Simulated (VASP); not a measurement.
# Pd (Fm-3m) in VASP: notebook

The runs below take Pd through single point, with LDA, PBEsol.

All numbers are computed with VASP 6.6.1; they aren't measurements. Logs are shortened: lines on timing, memory, paths and dates and some standing lists are left out, and cuts for length are marked.

**1. The cell of the first run**

It takes space group Fm-3m (No. 225, cubic). Conventional cell: a = 3.839 Å, b = 3.839 Å, c = 3.839 Å, α = 90.00°, β = 90.00°, γ = 90.00°. Pd (site symmetry m-3m) has 12 Pd at 2.71 Å within 3.6 Å.

**2. Single point, LDA**

Contents of INCAR:

```
PREC = Accurate
ENCUT = 520
EDIFF = 1E-6
ISMEAR = 1
SIGMA = 0.1
LREAL = False
LASPH = True
NELM = 80
ALGO = Normal
ISIF = 2
LWAVE = False
LCHARG = True
GGA = CA
LELF = True
LVHAR = True
NBANDS = 11
```

Contents of KPOINTS:

```
Automatic mesh
0
Gamma
  36 36 36
```

Contents of POSCAR:

```
Pd
1.0
    0.0000000000      1.9193523320      1.9193523320
    1.9193523320      0.0000000000      1.9193523320
    1.9193523320      1.9193523320      0.0000000000
Pd
1
Direct
    0.0000000000      0.0000000000      0.0000000000
```

Potentials or basis: VASP PAW LDA potentials, release 64 (Pd).

Run with:

```console
$ cat potpaw_LDA.64/Pd/POTCAR > POTCAR
$ mpirun -np 1 vasp_std > vasp.out
```

OUTCAR:

```text
PREC = Accurate
   ENCUT = 520
   EDIFF = 1E-6
   ISMEAR = 1
   LREAL = False
   LASPH = True
   NELM = 80
   ISIF = 2
   GGA = CA

 ion  position               nearest neighbor table
   1  0.000  0.000  0.000-

  LATTYP: Found a face centered cubic cell.
 ALAT       =     3.8387046640

  Lattice vectors:

 A1 = (   0.0000000000,   1.9193523320,   1.9193523320)
 A2 = (   1.9193523320,   0.0000000000,   1.9193523320)
 A3 = (   1.9193523320,   1.9193523320,   0.0000000000)

Analysis of symmetry for initial positions (statically):
=====================================================================
 Subroutine PRICEL returns:
 Original cell was already a primitive cell.

 Routine SETGRP: Setting up the symmetry group for a
 face centered cubic supercell.

 Subroutine GETGRP returns: Found 48 space group operations
 (whereof 48 operations were pure point group operations)
 out of a pool of 48 trial point group operations.

The static configuration has the point symmetry O_h .

Analysis of symmetry for dynamics (positions and initial velocities):
=====================================================================
 Subroutine PRICEL returns:
 Original cell was already a primitive cell.

 Routine SETGRP: Setting up the symmetry group for a
 face centered cubic supercell.

 Subroutine GETGRP returns: Found 48 space group operations
 (whereof 48 operations were pure point group operations)
 out of a pool of 48 trial point group operations.

The dynamic configuration has the point symmetry O_h .

 Subroutine INISYM returns: Found 48 space group operations
 (whereof 48 operations are pure point group operations),
 and found     1 'primitive' translations

----------------------------------------------------------------------------------------

                                     Primitive cell

  volume of cell :      14.1415

  direct lattice vectors                    reciprocal lattice vectors
     0.000000000  1.919352332  1.919352332    -0.260504542  0.260504542  0.260504542
     1.919352332  0.000000000  1.919352332     0.260504542 -0.260504542  0.260504542
     1.919352332  1.919352332  0.000000000     0.260504542  0.260504542 -0.260504542

  length of vectors
     2.714374099  2.714374099  2.714374099     0.451207102  0.451207102  0.451207102

  position of ions in fractional coordinates (direct lattice)
     0.000000000  0.000000000  0.000000000

  ion indices of the primitive-cell ions
   primitive index   ion index
                 1           1

----------------------------------------------------------------------------------------

 KPOINTS: Automatic mesh

Automatic generation of k-mesh.
 Grid dimensions read from file:
 generate k-points for:   36   36   36

 Generating k-lattice:

  Cartesian coordinates                     Fractional coordinates (reciprocal lattice)
    -0.007236237  0.007236237  0.007236237     0.027777778  0.000000000  0.000000000
     0.007236237 -0.007236237  0.007236237     0.000000000  0.027777778  0.000000000
     0.007236237  0.007236237 -0.007236237     0.000000000  0.000000000  0.027777778

  Length of vectors
     0.012533531  0.012533531  0.012533531

  Shift w.r.t. Gamma in fractional coordinates (k-lattice)
     0.000000000  0.000000000  0.000000000

 Subroutine IBZKPT returns following result:
 ===========================================

 Found   1240 irreducible k-points:

 Following reciprocal coordinates:
            Coordinates               Weight
  0.000000  0.000000  0.000000      1.000000
  0.027778  0.000000  0.000000      8.000000
  0.055556  0.000000  0.000000      8.000000
  0.083333  0.000000  0.000000      8.000000
  0.111111  0.000000  0.000000      8.000000
  0.138889  0.000000  0.000000      8.000000
[... 16 lines left out ...]
  0.111111  0.027778  0.000000     24.000000
  0.138889  0.027778  0.000000     24.000000
 [... further k-points ...]
   k-points           NKPTS =   1240   k-points in BZ     NKDIM =   1240   number of bands    NBANDS=     11
   number of dos      NEDOS =    301   number of ions     NIONS =      1
   total plane-waves  NPLWV =   8000
   dimension x,y,z NGX =    20 NGY =   20 NGZ =   20
   dimension x,y,z NGXF=    40 NGYF=   40 NGZF=   40
   ions per type =               1
   NGX,Y,Z   is equivalent  to a cutoff of  12.25, 12.25, 12.25 a.u.
   NGXF,Y,Z  is equivalent  to a cutoff of  24.50, 24.50, 24.50 a.u.
 SYSTEM =  unknown system
   PREC   = accura    normal or accurate (medium, high low for compatibility)
   ISTART =      0    job   : 0-new  1-cont  2-samecut
   ICHARG =      2    charge: 1-file 2-atom 10-const
   ISPIN  =      1    spin polarized calculation?
   LNONCOLLINEAR =      F non collinear calculations
   LSORBIT =      F    spin-orbit coupling
   LASPH  =      T    aspherical Exc in radial PAW
   ENCUT  =  520.0 eV  38.22 Ry    6.18 a.u.   5.05  5.05  5.05*2*pi/ulx,y,z
   NELM   =     80;   NELMIN=  2; NELMDL= -5     # of ELM steps
   EDIFF  = 0.1E-05   stopping-criterion for ELM
   LREAL  =      F    real-space projection
   EDIFFG = 0.1E-04   stopping-criterion for IOM
   NSW    =      0    number of steps for IOM
   IBRION =     -1    ionic relax: 0-MD 1-quasi-New 2-CG
   NFREE  =      0    steps in history (QN), initial steepest desc. (CG)
   ISIF   =      2    stress and relaxation
   ISYM   =      2    0-nonsym 1-usesym 2-fastsym
   POTIM  = 0.5000    time-step for ionic-motion
   TEBEG  =    0.0;   TEEND  =   0.0 temperature during run
   PSTRESS=    0.0 pullay stress
   NELECT =      10.0000    total number of electrons
   NUPDOWN=      -1.0000    fix difference up-down
   EMIN   =  10.00;   EMAX   =-10.00  energy-range for DOS
   EFERMI =   0.00;   METHOD = LEGACY
   ISMEAR =     1;   SIGMA  =   0.10  broadening in eV -4-tet -1-fermi 0-gaus
   EFERMI_NEDOS =   21; number of points for ismear=-14 and -15
   IALGO  =     38    algorithm
   IMIX   =      4    mixing-type and parameters
     AMIX     =   0.40;   BMIX     =  1.00
     AMIX_MAG =   1.60;   BMIX_MAG =  1.00
  volume/ion in A,a.u.               =      14.14        95.43
  Fermi-wavevector in a.u.,A,eV,Ry     =   1.458512  2.756189 28.943108  2.127258
  Thomas-Fermi vector in A             =   2.575188
   LORBIT       =      0    0 simple, 1 ext, 2 COOP (PROOUT), +10 PAW based schemes
   GGA     = CA    functional components
   LHFCALC =     F    Hartree Fock is set to
   AEXX    =    0.0000 exact exchange contribution
   IVDW    =     0    specifies the selected vdW correction
   LEPSILON=     F    determine dielectric tensor
   LRPA    =     F    only Hartree local field effects (RPA)
 non-spin polarized calculation
 Methfessel and Paxton  Order N= 1 SIGMA  =   0.10
  energy-cutoff  :      520.00
  volume of cell :       14.14
 maximum number of plane-waves:       392
   NGX =  9   NGY =  9   NGZ =  9

 number of electron      10.0000005 magnetization

 Free energy of the ion-electron system (eV)
  ---------------------------------------------------
  ext. energy  EPLUGINS =         0.00000000
  ---------------------------------------------------
  free energy    TOTEN  =        -6.49341845 eV

  energy without entropy =       -6.49261926  energy(sigma->0) =       -6.49315205

 E-fermi :  10.3311     XC(G=0): -13.7762

 val. band max:       10.3302999315   @ k =   0.5000   0.4444   0.0000
 cond. band min:      10.3312756424   @ k =   0.5000   0.0833   0.0000
 fundamental gap:      0.0009757109
 Fermi energy:        10.3310618174

 k-point     1 :       0.0000    0.0000    0.0000
  band No.  band energies     occupation
      1       2.7620      2.00000
      2       7.2608      2.00000
      3       7.2608      2.00000
      4       7.2608      2.00000
      5       9.0247      2.00000
      6       9.0247      2.00000
      7      27.4691      0.00000
      8      32.4334      0.00000
      9      32.4334      0.00000
     10      32.4334      0.00000
     11      35.9501      0.00000

 k-point     2 :       0.0278    0.0000    0.0000
  band No.  band energies     occupation
      1       2.7914      2.00000
      2       7.2495      2.00000
      3       7.2716      2.00000
      4       7.2716      2.00000
      5       9.0191      2.00000
      6       9.0191      2.00000
      7      27.5045      0.00000
      8      32.2269      0.00000
      9      32.4698      0.00000
     10      32.4698      0.00000
     11      35.9565      0.00000

 k-point     3 :       0.0556    0.0000    0.0000
  band No.  band energies     occupation
      1       2.8788      2.00000
      2       7.2168      2.00000
      3       7.3029      2.00000
      4       7.3029      2.00000
      5       9.0035      2.00000
      6       9.0035      2.00000
      7      27.6064      0.00000
      8      31.6890      0.00000
      9      32.5780      0.00000
     10      32.5780      0.00000
     11      35.9686      0.00000

 k-point     4 :       0.0833    0.0000    0.0000
  band No.  band energies     occupation
      1       3.0219      2.00000
      2       7.1670      2.00000
      3       7.3519      2.00000
      4       7.3519      2.00000
      5       8.9813      2.00000
      6       8.9813      2.00000
      7      27.7606      0.00000
      8      30.9626      0.00000
      9      32.7541      0.00000
     10      32.7541      0.00000
     11      35.9778      0.00000
[... 239 lines left out ...]
 k-point    22 :       0.0833    0.0278    0.0000
  band No.  band energies     occupation
      1       2.9939      2.00000
      2       7.1620      2.00000
      3       7.3467      2.00000
      4       7.3540      2.00000
      5       8.9359      2.00000
      6       9.0330      2.00000
      7      27.7359      0.00000
      8      31.2051      0.00000
      9      32.5307      0.00000
     10      32.7484      0.00000
     11      35.9768      0.00000

 k-point    23 :       0.1111    0.0278    0.0000
  band No.  band energies     occupation
      1       3.1713      2.00000
      2       7.1039      2.00000
      3       7.4037      2.00000
      4       7.4137      2.00000
      5       8.8974      2.00000
      6       9.0258      2.00000
      7      27.9086      0.00000
      8      30.4244      0.00000
      9      32.6781      0.00000
     10      33.0251      0.00000
     11      35.9815      0.00000

 k-point    24 :       0.1389    0.0278    0.0000
  band No.  band energies     occupation
      1       3.3950      2.00000
      2       7.0421      2.00000
      3       7.4689      2.00000
      4       7.4792      2.00000
      5       8.8651      2.00000
      6       9.0233      2.00000
      7      28.0591      0.00000
      8      29.6206      0.00000
      9      32.8734      0.00000
     10      33.3583      0.00000
     11      35.9872      0.00000

 [... further k-points ...]

------------------------ aborting loop because EDIFF is reached ----------------------------------------

  FORCE on cell =-STRESS in cart. coord.  units (eV):
  Direction    XX          YY          ZZ          XY          YZ          ZX
  --------------------------------------------------------------------------------------
  -------------------------------------------------------------------------------------
  Total        0.0271041      0.0271041      0.0271041      0.0000000      0.0000000     -0.0000000
  in kB        3.0707939      3.0707939      3.0707939      0.0000000      0.0000000     -0.0000000
  external PRESSURE =       3.0707939 kB  Pullay stress =       0.0000000 kB

 VOLUME and BASIS-vectors are now :
 -----------------------------------------------------------------------------
  energy-cutoff  :      520.00
  volume of cell :       14.14
      direct lattice vectors                 reciprocal lattice vectors
     0.000000000  1.919352332  1.919352332    -0.260504542  0.260504542  0.260504542
     1.919352332  0.000000000  1.919352332     0.260504542 -0.260504542  0.260504542
     1.919352332  1.919352332  0.000000000     0.260504542  0.260504542 -0.260504542

 POSITION                                       TOTAL-FORCE (eV/Angst)
 -----------------------------------------------------------------------------------
      0.00000      0.00000      0.00000        -0.000000     -0.000000     -0.000000
 -----------------------------------------------------------------------------------
    total drift:                                0.000000      0.000000      0.000000

  FREE ENERGIE OF THE ION-ELECTRON SYSTEM (eV)
  ---------------------------------------------------
  free  energy   TOTEN  =        -6.4934184470 eV

  energy  without entropy=       -6.4926192575  energy(sigma->0) =       -6.49315205
```

Run time: 2.4 min. Hardware: 1 thread of Intel Xeon 8259CL, shared host; peak memory 0.29 GiB.

What came out:

```
Free energy            : -6.4934 eV
Pressure               : 0.3 GPa
Band gap on the k mesh : zero (bands 5 and 6 overlap by 1.71 eV)
```

**3. Single point, PBEsol**

This run uses another cell than the first one, of 14.54 Å³/atom.

Contents of INCAR:

```
  PREC = Accurate
  ENCUT = 520
  EDIFF = 1E-6
  ISMEAR = 1
  SIGMA = 0.1
  LREAL = False
  LASPH = True
  NELM = 100
  ALGO = Normal
  ISIF = 2
  LWAVE = False
  LCHARG = True
  GGA = PS
  LELF = True
  LVHAR = True
  NBANDS = 11
```

KPOINTS is that of step 2.

Contents of POSCAR:

```
Pd
1.0
    0.0000000000      1.9372735470      1.9372735470
    1.9372735470      0.0000000000      1.9372735470
    1.9372735470      1.9372735470      0.0000000000
Pd
1
Direct
    0.0000000000      0.0000000000      0.0000000000
```

Potentials or basis: VASP PAW PBE potentials, release 64 (Pd).

Run with:

```console
$ cat potpaw_PBE.64/Pd/POTCAR > POTCAR
$ mpirun -np 1 vasp_std > vasp.out
```

It took 3.8 min on 1 thread of Intel Xeon 8259CL, shared host; peak memory 0.3 GiB.

The run converged. Its results:

```
Free energy            : -5.9594 eV
Pressure               : -0.3 GPa
Band gap on the k mesh : zero (bands 5 and 6 overlap by 1.63 eV)
```

Levels at points of the mesh, in eV from the Fermi level:
| k point | band 1 | band 2 | band 3 | band 4 | band 5 | band 6 | band 7 | band 8 | band 9 | band 10 |
| --- | --- | --- | --- | --- | --- | --- | --- | --- | --- | --- |
| (0.00, 0.00, 0.00) | -7.35 | -2.92 | -2.92 | -2.92 | -1.25 | -1.25 | 17.13 | 21.99 | 21.99 | 21.99 |
| (0.50, 0.00, 0.00) | -5.45 | -2.96 | -2.96 | -0.01 | -0.01 | 0.89 | 7.38 | 16.49 | 21.15 | 21.15 |
| (0.50, 0.50, 0.00) | -5.54 | -5.25 | -0.04 | 0.31 | 0.31 | 3.25 | 10.87 | 13.19 | 13.19 | 21.70 |

Caveat: the PAW data sets were made with another functional, which shifts forces and pressure a little.
